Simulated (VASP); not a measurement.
Write the native input for VASP 6.6.1 that does the following.

- Task: relaxation of cell and atoms
- Functional: PBE
- Potentials or basis: VASP PAW PBE potentials, release 64 (Si, B, O)
- Cutoff: 600 eV
- k mesh: 4 × 4 × 4
- Occupations: gaussian, width 0.1 eV
- Spin: collinear spin, ferromagnetic start
- Starting moments: [0.0, 0.0, 0.0, 1.0, 1.0, 1.0] μB
- Dipole correction: no
- Further INCAR settings: ALGO = Normal; EDIFF = 1e-06; IBRION = 2; EDIFFG = -0.04; NSW = 90; ISIF = 3

The structure of Si2BO3 lies in POSCAR:

```
Si2BO3
1.0
    4.1457066100      0.0000000000      0.0000000000
    0.0000000000      4.1457066100      0.0000000000
    0.0000000000      0.0000000000      4.4495762200
Si B O
2 1 3
Direct
    0.5000000000      0.0000000000      0.5039415500
    0.0000000000      0.5000000000      0.5039415500
    0.5000000000      0.5000000000      0.9305108100
    0.0000000000      0.0000000000      0.6909523200
    0.5000000000      0.0000000000      0.8634176800
    0.0000000000      0.5000000000      0.8634176800
```

The cell was generated, and may not be a known phase.

One way to write it, as run:

INCAR

```
ALGO = Normal
EDIFF = 1E-6
EDIFFG = -0.04
ENCUT = 600
GGA = PE
IBRION = 2
ISIF = 3
ISMEAR = 0
ISPIN = 2
LASPH = True
LCHARG = False
LORBIT = 11
LREAL = False
LWAVE = False
MAGMOM = 0 0 0 1 1 1
NELM = 150
NSW = 90
PREC = Accurate
SIGMA = 0.1
```

KPOINTS

```
k-points
0
Gamma
  4 4 4
```

Potentials or basis: VASP PAW PBE potentials, release 64 (Si, B, O).

Launch:

```sh
$ cat potpaw_PBE.64/Si/POTCAR potpaw_PBE.64/B/POTCAR potpaw_PBE.64/O/POTCAR > POTCAR
$ mpirun -np 1 vasp_std > vasp.out
```

It gave:

```json
{
  "Relaxed volume": "11.86 Å³/atom",
  "Relaxed cell": "a = 3.871 Å, b = 3.871 Å, c = 4.750 Å, α = 90.00°, β = 90.00°, γ = 90.00°",
  "Space group after relaxing (to 0.1 Å)": "P4mm (No. 99)",
  "Energy gained by relaxing": "689.7 meV/atom",
  "Ionic steps": "54",
  "Pressure after relaxing": "0.0 GPa",
  "Largest force after relaxing": "0.032 eV/Å",
  "Net moment": "0.00 μB per cell",
  "Valence electrons inside the program's atomic spheres": "Si 1.53; B 1.39; O 5.00, 4.99 (each value once)"
}
```

Caveat: the k points lie up to 0.41 Å⁻¹ apart in the final cell.

Run time: 24 min on 1 thread of Intel(R) Xeon(R) Platinum 8259CL CPU @ 2.50GHz (Skylake/Cascade Lake), with other jobs on the host, peak memory 0.27 GiB.
